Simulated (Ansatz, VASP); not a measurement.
Hf in VASP and in Ansatz

Contents of INCAR:

```
  PREC = Accurate
  ENCUT = 600
  EDIFF = 1E-6
  ISMEAR = 0
  SIGMA = 0.1
  LREAL = F
  LASPH = T
  NELM = 80
  ALGO = Fast
  ISIF = 3
  LWAVE = F
  LCHARG = F
  GGA = PE
  IBRION = 2
  NSW = 100
  EDIFFG = -0.01
```

Contents of KPOINTS:

```
regular mesh
0
Gamma
  14 14 14
```

Contents of POSCAR:

```
Hf
1.0
    0.0000000000      3.2854843301      3.2854843301
    3.2854843301      0.0000000000      3.2854843301
    3.2854843301      3.2854843301      0.0000000000
Hf
2
Direct
    0.0000000000      0.0000000000      0.0000000000
    0.2500000000      0.2500000000      0.2500000000
```

Input for Ansatz:

```yaml
crystal:
  lattice:
    - [0.0, 3.2854843301, 3.2854843301]
    - [3.2854843301, 0.0, 3.2854843301]
    - [3.2854843301, 3.2854843301, 0.0]
  atoms:
    - { symbol: Hf, position: [0.0, 0.0, 0.0] }
    - { symbol: Hf, position: [0.25, 0.25, 0.25] }
basis:
  ecutwfc: 420
kpoints:
  mp_grid: { grid: [14, 14, 14] }
hamiltonian:
  xc: pbe
scf:
  occupations: { method: gaussian, width: 0.1 }
output:
  forces: true
  stress: true
  eigenvalues: true
relax:
  adjacent_minimum: "off"
  f_tol: 0.01
  max_steps: 80
  cell: { stress_tol: 0.05 }
```

Alike in both runs: task relaxation of cell and atoms; functional PBE; k mesh 14 × 14 × 14; occupations gaussian, width 0.1 eV; no spin polarisation.

|  | VASP | Ansatz |
| --- | --- | --- |
| version | VASP 6.6.1 | Ansatz 0.2.0 |
| potentials or method | VASP PAW PBE potentials, release 64 (Hf_pv), cutoff 600 eV | scalar-relativistic, plane waves, PAW |
| valence electrons in the cell | 20 | 52 |

Ansatz gave:

| Item | Value |
| --- | --- |
| gap on the k mesh at the Fermi level, each at its own relaxed structure (eV) | none |
| relaxed volume (Å³/atom) | 35.07 |
| relaxed cell length with the largest relative difference (Å) | 4.629 |

Q: Estimate VASP's values.

A: gap on the k mesh at the Fermi level, each at its own relaxed structure (eV): none; relaxed volume (Å³/atom): 34.90; relaxed cell length with the largest relative difference (Å): 4.622.

A gap of «none» marks a metal or a gap that the smearing closes. VASP's potentials hold 20 valence electrons a cell and Ansatz's 52, so a difference there can come from the potentials and not from the codes.

Neither program's run includes spin-orbit coupling.
